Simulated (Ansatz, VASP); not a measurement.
# One calculation of Pd, two programs

```
Pd
1.0
     2.79032    0.00000    0.00000
     0.00000    3.94610    0.00000
     0.00000    0.00000   22.97580
Pd
6
Direct
  0.25000 0.25000 0.35203
  0.75000 0.75000 0.40729
  0.25000 0.25000 0.47002
  0.75000 0.75000 0.52998
  0.25000 0.25000 0.59271
  0.75000 0.75000 0.64797
```

Alike in both runs: functional PBE; k mesh 12 × 8 × 1; occupations fermi-dirac, width 0.1 eV; no spin polarisation.

Ansatz relaxed the structure, and its values are those at the end. VASP's run is a single point on that final structure, the one shown.

|  | VASP | Ansatz |
| --- | --- | --- |
| version | VASP 6.6.1 | Ansatz 0.2.0 |
| potentials or method | VASP PAW PBE potentials, release 64 (Pd) | PAW with Ansatz's default frozen-core files, scalar-relativistic |
| plane-wave cutoff (eV) | 520 | 420 |
| valence electrons in the cell | 60 | 108 |

VASP gave:

```
rms of the force components (eV/Å) : 0.007
```

Estimate Ansatz's values.

rms of the force components (eV/Å): 0.001.

VASP's potentials hold 60 valence electrons a cell and Ansatz's 108, so a difference there can come from the potentials and not from the codes. Ansatz's warnings: stress scf threshold loose, xc potential rough in thin density.
